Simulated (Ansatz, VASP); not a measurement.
Si in VASP and in Ansatz

```xyz
4
Lattice="4.7736 0.0000 0.0000 -2.3868 4.1341 0.0000 0.0000 0.0000 3.4762" Properties=species:S:1:pos:R:3 pbc="T T T"
Si    1.7789    0.0000    0.0000
Si   -0.8894    1.5406    0.0000
Si    1.4974    2.5935    0.0000
Si    0.0000    0.0000    1.7381
```

Alike in both runs: functional PBE; k mesh 6 × 6 × 6; occupations gaussian, width 0.1 eV; no spin polarisation.

Ansatz relaxed the structure, and its values are those at the end. VASP's run is a single point on that final structure, the one shown.

|  | VASP | Ansatz |
| --- | --- | --- |
| version | VASP 6.6.1 | Ansatz 0.2.0 |
| potentials or method | VASP PAW PBE potentials, release 64 (Si), cutoff 500 eV | scalar-relativistic, plane waves, PAW |
| valence electrons in the cell | 16 | 16 |

Ansatz gave:

* gap on the k mesh at the Fermi level (eV): none
* pressure (GPa): 0.1
* rms of the force components (eV/Å): 0.015

Question: Which values does VASP return?

Answer: gap on the k mesh at the Fermi level (eV): none; pressure (GPa): 0.1; rms of the force components (eV/Å): 0.017.

A gap of «none» marks a metal or a gap that the smearing closes. With one functional, cell and mesh, what is left measures potentials, basis and numerics.
